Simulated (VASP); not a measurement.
Wanted: the native input for a VASP 6.6.1 run.

- Task: single point
- Functional: HSE06
- Potentials or basis: VASP PAW PBE potentials, release 64 (Li_sv, Cl)
- Cutoff: 520 eV
- k mesh: 6 × 6 × 6
- Occupations: gaussian, width 0.01 eV
- Spin: no spin polarisation
- Dipole correction: no
- Grid for exact exchange (PRECFOCK): Normal
- Further INCAR settings: ALGO = Normal; EDIFF = 1e-06; NBANDS = 12
- Screening parameter: 0.2079 1/Å

LiCl:

```
CELL_PARAMETERS angstrom
0.00000 2.80137 2.63194
2.80137 0.00000 2.63194
2.80137 2.80137 0.00000
ATOMIC_POSITIONS crystal
Li 0.00000 0.00000 0.00000
Cl 0.25000 0.25000 0.25000
```

This cell differs from its parent crystal: epitaxial xy strain +2.5%.

One way to write it, as run:

POSCAR

```
LiCl
1.0
    0.0000000000      2.8013686002      2.6319369426
    2.8013686002      0.0000000000      2.6319369426
    2.8013686002      2.8013686002      0.0000000000
Li Cl
1 1
Direct
    0.0000000000      0.0000000000      0.0000000000
    0.2500000000      0.2500000000      0.2500000000
```

INCAR.step1

```
SYSTEM = LiCl
ALGO = Normal
EDIFF = 1E-5
ENCUT = 520
GGA = PE
ISIF = 2
ISMEAR = 0
LASPH = .True.
LCHARG = .False.
LREAL = .False.
LWAVE = .True.
NBANDS = 12
NELM = 60
PREC = Accurate
SIGMA = 0.01
```

INCAR.step2

```
SYSTEM = LiCl
ALGO = Normal
EDIFF = 1E-6
ENCUT = 520
GGA = PE
HFSCREEN = 0.2079
ISIF = 2
ISMEAR = 0
ISTART = 1
LASPH = .True.
LCHARG = .False.
LHFCALC = .True.
LREAL = .False.
LWAVE = .False.
NBANDS = 12
NELM = 60
PREC = Accurate
PRECFOCK = Normal
SIGMA = 0.01
```

KPOINTS

```
k-points
0
Gamma
  6 6 6
  0 0 0
```

Potentials or basis: VASP PAW PBE potentials, release 64 (Li_sv, Cl).

Run with:

```sh
$ cat potpaw_PBE.64/Li_sv/POTCAR potpaw_PBE.64/Cl/POTCAR > POTCAR
$ cp INCAR.step1 INCAR
$ mpirun -np 1 vasp_std > vasp.out
$ cp INCAR.step2 INCAR
$ mpirun -np 1 vasp_std > vasp.out
```

It gave:

* Band gap on the k mesh: 7.27 eV, direct

Caveat: the cell differs from its parent crystal (epitaxial xy strain +2.5%).

Wall time 37 min on 1 thread of AMD EPYC 9R45 (shared host), peak memory 0.26 GiB.
